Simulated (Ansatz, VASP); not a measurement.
**Two plane-wave programs on AlP5**

```
Al P
1.0
     0.00000    3.87533    3.87533
     3.87533    0.00000    3.87533
     3.87533    3.87533    0.00000
Al P
1 5
Cartesian
  0.0000 0.0000 0.0000
  4.8442 4.8442 2.9065
  4.8442 2.9065 4.8442
  2.9065 4.8442 4.8442
  2.9065 2.9065 2.9065
  5.8130 5.8130 5.8130
```

Change from the starting cell: species swapped into the Be5Au type (F-43m, No. 216).

Alike in both runs: task single point; functional PBE; k mesh 4 × 4 × 4; occupations gaussian, width 0.1 eV; no spin polarisation.

|  | VASP | Ansatz |
| --- | --- | --- |
| version | VASP 6.6.1 | Ansatz 0.2.0 |
| potentials or method | VASP PAW PBE potentials, release 64 (Al, P), cutoff 520 eV | scalar-relativistic, plane waves, PAW |
| valence electrons in the cell | 28 | 28 |

|  | VASP | Ansatz | Ansatz less VASP |
| --- | --- | --- | --- |
| gap on the k mesh at the Fermi level (eV) | none | none | - |
| pressure (GPa) | -13.1 | -13.1 | +0.06 |

A gap of «none» marks a metal or a gap that the smearing closes.
